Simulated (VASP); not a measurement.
Write the native input for VASP 6.6.1 that does the following.

| Quantity | Value |
| --- | --- |
| Task | single point |
| Functional | LDA |
| Potentials or basis | VASP PAW LDA potentials, release 64 (Ba_sv) |
| Cutoff | 520 eV |
| k mesh | 18 × 18 × 18 |
| Occupations | fermi-dirac, width 0.15 eV |
| Spin | no spin polarisation |
| Dipole correction | no |
| Further INCAR settings | ALGO = Normal; EDIFF = 1e-06; NBANDS = 11 |

The structure of Ba lies in POSCAR:

```
Ba
1.0
   -2.3819503641      2.3819503641      2.3819503641
    2.3819503641     -2.3819503641      2.3819503641
    2.3819503641      2.3819503641     -2.3819503641
Ba
1
Direct
    0.0000000000      0.0000000000      0.0000000000
```

The input as run:

INCAR

```
PREC     = Accurate       # precision mode
ENCUT    = 520            # plane-wave cutoff, eV
EDIFF    = 1E-6           # SCF threshold, eV
ISMEAR   = -1             # smearing method
SIGMA    = 0.15           # smearing width, eV
LREAL    = F              # projectors in reciprocal space
LASPH    = T              # aspherical terms in the spheres
NELM     = 80             # most SCF steps
ALGO     = Normal         # electronic algorithm
ISIF     = 2              # what is computed and relaxed
LWAVE    = F              # write WAVECAR
LCHARG   = F              # write CHGCAR
NBANDS   = 11             # bands
```

KPOINTS

```
Automatic mesh
0
Gamma
  18 18 18
```

Potentials or basis: VASP PAW LDA potentials, release 64 (Ba_sv).

Command:

```console
$ cat potpaw_LDA.64/Ba_sv/POTCAR > POTCAR
$ mpirun -np 1 vasp_std > vasp.out
```

It gave:

```
Pressure               : 0.1 GPa
Band gap on the k mesh : zero (bands 5 and 6 overlap by 1.37 eV)
```

Caveat: spin-orbit coupling is left out, which moves the levels of the heavy elements.

It took 30 s on 1 thread of Oxide Virtual Turin-like Processor, with other jobs on the host, peak memory 0.21 GiB.
